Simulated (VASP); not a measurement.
Crystal: SrO.

```
CELL_PARAMETERS angstrom
0.00000 2.60007 2.60007
2.60007 0.00000 2.60007
2.60007 2.60007 0.00000
ATOMIC_POSITIONS crystal
Sr 0.50000 0.50000 0.50000
O 0.00000 0.00000 0.00000
```

This cell differs from its parent crystal: volume scaled by 1.04.

Base run:

- Program: VASP 6.6.1
- Functional: PBEsol
- Potentials or basis: VASP PAW PBE potentials, release 64 (Sr_sv, O)
- Cutoff: 520 eV
- k mesh: 9 × 9 × 9
- Occupations: fermi-dirac, width 0.05 eV
- Spin: no spin polarisation

Its results: band gap on the k mesh 3.23 eV, indirect (least direct gap 3.35 eV); pressure -3.3 GPa.

Question: The run is repeated on the same cell with these changes: functional from PBEsol to revPBE; dispersion from none to D3(BJ). What comes out?

Answer: Band gap on the k mesh 3.42 eV, indirect (least direct gap 3.54 eV); pressure -1.6 GPa.

Several settings changed at once, so the effect can't be laid on one alone.

Caveats: the PAW data sets were made with another functional, which shifts forces and pressure a little.

A k mesh can miss the band edges.
